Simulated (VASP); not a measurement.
# NaH in VASP: settings compared

NaH is run at these levels: PBE, HSE06; tasks: single point.

Program: VASP 6.6.1. These are calculated values, not measurements. Logs are shortened: lines on timing, memory, paths and dates and some standing lists are left out, and cuts for length are marked.

## Step 1: The cell of the first run

Symmetry: Immm, No. 71, orthorhombic system. The conventional cell has a = 3.371 Å, b = 3.410 Å, c = 4.795 Å, α = 90.00°, β = 90.00°, γ = 90.00°. Na (site symmetry mmm) has 6 H at 2.40 Å within 3.2 Å. H (site symmetry mmm) has 6 Na at 2.40 Å within 3.2 Å.

## Step 2: Single point, PBE (shear xy strain -1.1%)

Contents of INCAR:

```
SYSTEM = NaH
ALGO = Normal ; EDIFF = 1E-7
ENCUT = 520 ; GGA = PE
ISIF = 2 ; ISMEAR = 0
LASPH = .True. ; LCHARG = .False.
LREAL = .False. ; LWAVE = .False.
NBANDS = 11 ; NELM = 100
PREC = Accurate ; SIGMA = 0.01
```

Contents of KPOINTS:

```
k-points
0
Gamma
  6 6 6
  0 0 0
```

Contents of POSCAR:

```
NaH
1.0
   -0.0136658164      2.3975116422      2.3975116422
    2.3975116422     -0.0136658164      2.3975116422
    2.3838458259      2.3838458259      0.0000000000
Na H
1 1
Direct
    0.0000000000      0.0000000000      0.0000000000
    0.5000000000      0.5000000000      0.5000000000
```

Potentials or basis: VASP PAW PBE potentials, release 64 (Na_pv, H).

Command:

```sh
cat potpaw_PBE.64/Na_pv/POTCAR potpaw_PBE.64/H/POTCAR > POTCAR
mpirun -np 1 vasp_std > vasp.out
```

OUTCAR:

```text
SYSTEM = NaH
   EDIFF = 1E-7
   ENCUT = 520
   GGA = PE
   ISIF = 2
   ISMEAR = 0
   LASPH = .True.
   LREAL = .False.
   NELM = 100
   PREC = Accurate

 ion  position               nearest neighbor table
   1  0.000  0.000  0.000-
   2  0.500  0.500  0.500-

  LATTYP: Found a body centered orthorhombic cell.
 ALAT       =     3.3712670976
 B/A-ratio  =     1.0114653525
 C/A-ratio  =     1.4223207908

  Lattice vectors:

 A1 = (   0.0136658164,  -2.3975116422,  -2.3975116422)
 A2 = (  -0.0136658163,   2.3975116423,  -2.3975116422)
 A3 = (   2.3975116422,  -0.0136658164,   2.3975116422)

Analysis of symmetry for initial positions (statically):
=====================================================================
 Subroutine PRICEL returns:
 Original cell was already a primitive cell.

 Routine SETGRP: Setting up the symmetry group for a
 body centered orthorhombic supercell.

 Subroutine GETGRP returns: Found  8 space group operations
 (whereof  8 operations were pure point group operations)
 out of a pool of  8 trial point group operations.

The static configuration has the point symmetry D_2h.

Analysis of symmetry for dynamics (positions and initial velocities):
=====================================================================
 Subroutine PRICEL returns:
 Original cell was already a primitive cell.

 Routine SETGRP: Setting up the symmetry group for a
 body centered orthorhombic supercell.

 Subroutine GETGRP returns: Found  8 space group operations
 (whereof  8 operations were pure point group operations)
 out of a pool of  8 trial point group operations.

The dynamic configuration has the point symmetry D_2h.

 Subroutine INISYM returns: Found  8 space group operations
 (whereof  8 operations are pure point group operations),
 and found     1 'primitive' translations

----------------------------------------------------------------------------------------

                                     Primitive cell

  volume of cell :      27.5612

  direct lattice vectors                    reciprocal lattice vectors
    -0.013665816  2.397511642  2.397511642    -0.207367566  0.207367566  0.208549561
     2.397511642 -0.013665816  2.397511642     0.207367566 -0.207367566  0.208549561
     2.383845826  2.383845826  0.000000000     0.209745108  0.209745108 -0.208549561

  length of vectors
     3.390621020  3.390621020  3.371267098     0.359854879  0.359854879  0.362600248

  position of ions in fractional coordinates (direct lattice)
     0.000000000  0.000000000  0.000000000
     0.500000000  0.500000000  0.500000000

  ion indices of the primitive-cell ions
   primitive index   ion index
                 1           1
                 2           2

----------------------------------------------------------------------------------------

 KPOINTS: k-points

Automatic generation of k-mesh.
 Grid dimensions read from file:
 generate k-points for:    6    6    6

 Generating k-lattice:

  Cartesian coordinates                     Fractional coordinates (reciprocal lattice)
    -0.034561261  0.034561261  0.034758260     0.166666667  0.000000000  0.000000000
     0.034561261 -0.034561261  0.034758260     0.000000000  0.166666667  0.000000000
     0.034957518  0.034957518 -0.034758260     0.000000000  0.000000000  0.166666667

  Length of vectors
     0.059975813  0.059975813  0.060433375

  Shift w.r.t. Gamma in fractional coordinates (k-lattice)
     0.000000000  0.000000000  0.000000000

 Subroutine IBZKPT returns following result:
 ===========================================

 Found     46 irreducible k-points:

 Following reciprocal coordinates:
            Coordinates               Weight
  0.000000  0.000000  0.000000      1.000000
  0.166667 -0.000000  0.000000      4.000000
  0.333333  0.000000  0.000000      4.000000
  0.500000  0.000000  0.000000      2.000000
  0.166667  0.166667  0.000000      2.000000
  0.333333  0.166667  0.000000      4.000000
[... 16 lines left out ...]
 -0.166667  0.333333  0.166667      4.000000
  0.500000  0.500000  0.166667      4.000000
 [... further k-points ...]
   k-points           NKPTS =     46   k-points in BZ     NKDIM =     46   number of bands    NBANDS=     11
   number of dos      NEDOS =    301   number of ions     NIONS =      2
   total plane-waves  NPLWV =  21952
   dimension x,y,z NGX =    28 NGY =   28 NGZ =   28
   dimension x,y,z NGXF=    56 NGYF=   56 NGZF=   56
   ions per type =               1   1
   NGX,Y,Z   is equivalent  to a cutoff of  13.73, 13.73, 13.81 a.u.
   NGXF,Y,Z  is equivalent  to a cutoff of  27.46, 27.46, 27.62 a.u.
 SYSTEM =  NaH
   PREC   = accura    normal or accurate (medium, high low for compatibility)
   ISTART =      0    job   : 0-new  1-cont  2-samecut
   ICHARG =      2    charge: 1-file 2-atom 10-const
   ISPIN  =      1    spin polarized calculation?
   LNONCOLLINEAR =      F non collinear calculations
   LSORBIT =      F    spin-orbit coupling
   LASPH  =      T    aspherical Exc in radial PAW
   ENCUT  =  520.0 eV  38.22 Ry    6.18 a.u.   6.30  6.30  6.27*2*pi/ulx,y,z
   NELM   =    100;   NELMIN=  2; NELMDL= -5     # of ELM steps
   EDIFF  = 0.1E-06   stopping-criterion for ELM
   LREAL  =      F    real-space projection
   EDIFFG = 0.1E-05   stopping-criterion for IOM
   NSW    =      0    number of steps for IOM
   IBRION =     -1    ionic relax: 0-MD 1-quasi-New 2-CG
   NFREE  =      0    steps in history (QN), initial steepest desc. (CG)
   ISIF   =      2    stress and relaxation
   ISYM   =      2    0-nonsym 1-usesym 2-fastsym
   POTIM  = 0.5000    time-step for ionic-motion
   TEBEG  =    0.0;   TEEND  =   0.0 temperature during run
   PSTRESS=    0.0 pullay stress
   NELECT =       8.0000    total number of electrons
   NUPDOWN=      -1.0000    fix difference up-down
   EMIN   =  10.00;   EMAX   =-10.00  energy-range for DOS
   EFERMI =   0.00;   METHOD = LEGACY
   ISMEAR =     0;   SIGMA  =   0.01  broadening in eV -4-tet -1-fermi 0-gaus
   EFERMI_NEDOS =   21; number of points for ismear=-14 and -15
   IALGO  =     38    algorithm
   IMIX   =      4    mixing-type and parameters
     AMIX     =   0.40;   BMIX     =  1.00
     AMIX_MAG =   1.60;   BMIX_MAG =  1.00
  volume/ion in A,a.u.               =      13.78        93.00
  Fermi-wavevector in a.u.,A,eV,Ry     =   1.083941  2.048351 15.985855  1.174927
  Thomas-Fermi vector in A             =   2.220019
   LORBIT       =      0    0 simple, 1 ext, 2 COOP (PROOUT), +10 PAW based schemes
   GGA     = PE    functional components
   LHFCALC =     F    Hartree Fock is set to
   AEXX    =    0.0000 exact exchange contribution
   IVDW    =     0    specifies the selected vdW correction
   LEPSILON=     F    determine dielectric tensor
   LRPA    =     F    only Hartree local field effects (RPA)
 non-spin polarized calculation
 Gauss-broadening in eV      SIGMA  =   0.01
  energy-cutoff  :      520.00
  volume of cell :       27.56
 maximum number of plane-waves:       754
 NGX is ok and might be reduce to    28
   NGX = 13   NGY = 13   NGZ = 13

 number of electron       7.9999993 magnetization

 Free energy of the ion-electron system (eV)
  ---------------------------------------------------
  ext. energy  EPLUGINS =         0.00000000
  ---------------------------------------------------
  free energy    TOTEN  =        -5.08613065 eV

  energy without entropy =       -5.08613065  energy(sigma->0) =       -5.08613065

 E-fermi :  -1.0215     XC(G=0):  -7.8487

 val. band max:       -1.0851056333   @ k =  -0.3333   0.1667   0.5000
 cond. band min:       2.7268325363   @ k =   0.5000   0.0000   0.0000
 fundamental gap:      3.8119381696
 Fermi energy:        -1.0214938028

 k-point     1 :       0.0000    0.0000    0.0000
  band No.  band energies     occupation
      1     -23.1011      2.00000
      2     -23.1002      2.00000
      3     -23.0992      2.00000
      4      -4.7221      2.00000
      5       9.5859      0.00000
      6      14.6043      0.00000
      7      14.7415      0.00000
      8      14.8751      0.00000
      9      15.5201      0.00000
     10      15.6357      0.00000
     11      15.7906      0.00000

 k-point     2 :       0.1667   -0.0000    0.0000
  band No.  band energies     occupation
      1     -23.1250      2.00000
      2     -23.1041      2.00000
      3     -23.1027      2.00000
      4      -4.2444      2.00000
      5       7.9401      0.00000
      6      11.4524      0.00000
      7      13.6082      0.00000
      8      13.7625      0.00000
      9      16.8286      0.00000
     10      16.9700      0.00000
     11      17.2622      0.00000

 k-point     3 :       0.3333    0.0000    0.0000
  band No.  band energies     occupation
      1     -23.1750      2.00000
      2     -23.1102      2.00000
      3     -23.1084      2.00000
      4      -2.9697      2.00000
      5       4.5775      0.00000
      6      10.2388      0.00000
      7      12.7670      0.00000
      8      12.8920      0.00000
      9      16.1069      0.00000
     10      16.1888      0.00000
     11      18.3613      0.00000

 k-point     4 :       0.5000    0.0000    0.0000
  band No.  band energies     occupation
      1     -23.1997      2.00000
      2     -23.1132      2.00000
      3     -23.1112      2.00000
      4      -1.9306      2.00000
      5       2.7268      0.00000
      6       9.9457      0.00000
      7      12.4897      0.00000
      8      12.6010      0.00000
      9      15.6034      0.00000
     10      15.7007      0.00000
     11      18.1989      0.00000
[... 239 lines left out ...]
 k-point    22 :      -0.3333    0.3333    0.1667
  band No.  band energies     occupation
      1     -23.1749      2.00000
      2     -23.1496      2.00000
      3     -23.1271      2.00000
      4      -1.3179      2.00000
      5       4.0925      0.00000
      6       5.9330      0.00000
      7       8.9756      0.00000
      8      14.7494      0.00000
      9      15.9385      0.00000
     10      18.2237      0.00000
     11      20.1577      0.00000

 k-point    23 :      -0.1667    0.3333    0.1667
  band No.  band energies     occupation
      1     -23.1709      2.00000
      2     -23.1386      2.00000
      3     -23.1220      2.00000
      4      -2.0622      2.00000
      5       4.8138      0.00000
      6       6.7746      0.00000
      7       9.8173      0.00000
      8      14.7193      0.00000
      9      14.8119      0.00000
     10      17.2282      0.00000
     11      21.1104      0.00000

 k-point    24 :       0.5000    0.5000    0.1667
  band No.  band energies     occupation
      1     -23.1813      2.00000
      2     -23.1418      2.00000
      3     -23.1285      2.00000
      4      -1.4784      2.00000
      5       4.2166      0.00000
      6       6.9142      0.00000
      7      10.0451      0.00000
      8      10.7378      0.00000
      9      14.2783      0.00000
     10      20.8348      0.00000
     11      21.6673      0.00000

 [... further k-points ...]
[... 5 lines left out ...]
  --------------------------------------------------------------------------------------
  -------------------------------------------------------------------------------------
  Total        0.0909631      0.0909631      0.0902338      0.0448385     -0.0000000     -0.0000000
  in kB        5.2878320      5.2878320      5.2454376      2.6065345     -0.0000000     -0.0000000
  external PRESSURE =       5.2737005 kB  Pullay stress =       0.0000000 kB

 VOLUME and BASIS-vectors are now :
 -----------------------------------------------------------------------------
  energy-cutoff  :      520.00
  volume of cell :       27.56
      direct lattice vectors                 reciprocal lattice vectors
    -0.013665816  2.397511642  2.397511642    -0.207367566  0.207367566  0.208549561
     2.397511642 -0.013665816  2.397511642     0.207367566 -0.207367566  0.208549561
     2.383845826  2.383845826  0.000000000     0.209745108  0.209745108 -0.208549561

 POSITION                                       TOTAL-FORCE (eV/Angst)
 -----------------------------------------------------------------------------------
      0.00000      0.00000      0.00000         0.000000     -0.000000     -0.000000
      2.38385      2.38385      2.39751        -0.000000      0.000000      0.000000
 -----------------------------------------------------------------------------------
    total drift:                               -0.000000      0.000000      0.000000

  FREE ENERGIE OF THE ION-ELECTRON SYSTEM (eV)
  ---------------------------------------------------
  free  energy   TOTEN  =        -5.0861306496 eV

  energy  without entropy=       -5.0861306496  energy(sigma->0) =       -5.08613065
```

It used 21 s of CPU time on 1 thread of AMD EPYC 7R13 Processor (Zen 3), on a shared host.

Results:

```yaml
Free_energy: -5.0861 eV
Pressure: 0.5 GPa
Band_gap_on_the_k_mesh: 3.81 eV, indirect (least direct gap 4.66 eV)
```

Levels at points of the mesh, in eV from the valence-band top:
```csv
k point,band 2,band 3,band 4,band 5,band 6,band 7
"(0.00, 0.00, 0.00)",-22.02,-22.01,-3.64,10.67,15.69,15.83
"(0.50, 0.00, 0.00)",-22.03,-22.03,-0.85,3.81,11.03,13.57
"(0.50, 0.50, 0.00)",-22.05,-22.05,-0.14,4.73,10.16,10.72
"(0.00, 0.00, 0.50)",-22.03,-22.03,-0.80,3.88,10.95,13.47
"(0.50, 0.00, 0.50)",-22.05,-22.05,-0.13,4.73,10.17,10.87
```

Caveat: the cell differs from its parent crystal (shear xy strain -1.1%).

## Step 3: Single point, HSE06

Contents of POSCAR:

```
NaH
1.0
    0.0000000000      2.3975116422      2.3975116422
    2.3975116422      0.0000000000      2.3975116422
    2.3975116422      2.3975116422      0.0000000000
Na H
1 1
Direct
    0.0000000000      0.0000000000      0.0000000000
    0.5000000000      0.5000000000      0.5000000000
```

Contents of INCAR.step1:

```
PREC     = Accurate       # precision mode
ENCUT    = 520            # plane-wave cutoff, eV
EDIFF    = 1E-5           # SCF threshold, eV
ISMEAR   = 0              # smearing method
SIGMA    = 0.01           # smearing width, eV
LREAL    = False          # projectors in reciprocal space
LASPH    = True           # aspherical terms in the spheres
NELM     = 80             # most SCF steps
ALGO     = Normal         # electronic algorithm
ISIF     = 2              # what is computed and relaxed
LWAVE    = True           # write WAVECAR
LCHARG   = False          # write CHGCAR
GGA      = PE             # functional
NBANDS   = 11             # bands
```

Contents of INCAR.step2:

```
PREC     = Accurate       # precision mode
ENCUT    = 520            # plane-wave cutoff, eV
EDIFF    = 1E-6           # SCF threshold, eV
ISMEAR   = 0              # smearing method
SIGMA    = 0.01           # smearing width, eV
LREAL    = False          # projectors in reciprocal space
LASPH    = True           # aspherical terms in the spheres
NELM     = 80             # most SCF steps
ALGO     = Normal         # electronic algorithm
ISIF     = 2              # what is computed and relaxed
LWAVE    = False          # write WAVECAR
LCHARG   = False          # write CHGCAR
GGA      = PE             # functional
LHFCALC  = True           # exact exchange
HFSCREEN = 0.2079         # screening, 1/A
PRECFOCK = Normal       
ISTART   = 1            
NBANDS   = 11             # bands
```

Contents of KPOINTS:

```
regular mesh
0
Gamma
  6 6 6
```

Potentials or basis: VASP PAW PBE potentials, release 64 (Na_pv, H).

Command:

```sh
cat potpaw_PBE.64/Na_pv/POTCAR potpaw_PBE.64/H/POTCAR > POTCAR
cp INCAR.step1 INCAR
mpirun -np 1 vasp_std > vasp.out
cp INCAR.step2 INCAR
mpirun -np 1 vasp_std > vasp.out
```

It used 1100 s of CPU time on 1 thread of AMD EPYC 7R13 Processor (Zen 3) (shared host).

Results (log left out):

| Quantity | Value |
| --- | --- |
| Free energy | -5.7628 eV |
| Pressure | 0.2 GPa |
| Band gap on the k mesh | 4.89 eV, indirect (least direct gap 5.81 eV) |

Levels at points of the mesh, in eV from the valence-band top:
```csv
k point,band 1,band 2,band 3,band 4,band 5,band 6,band 7,band 8,band 9
"(0.00, 0.00, 0.00)",-24.30,-24.30,-24.30,-3.98,12.24,17.22,17.22,17.22,18.29
"(0.50, 0.00, 0.00)",-24.40,-24.31,-24.31,-0.92,4.89,12.37,14.99,14.99,18.14
"(0.50, 0.50, 0.00)",-24.39,-24.34,-24.34,-0.14,5.76,11.40,12.18,12.18,13.55
```

Caveat: the PAW data sets were made with another functional, which shifts forces and pressure a little. A k mesh can miss the band edges.

(Continued in part 2 of 2.)
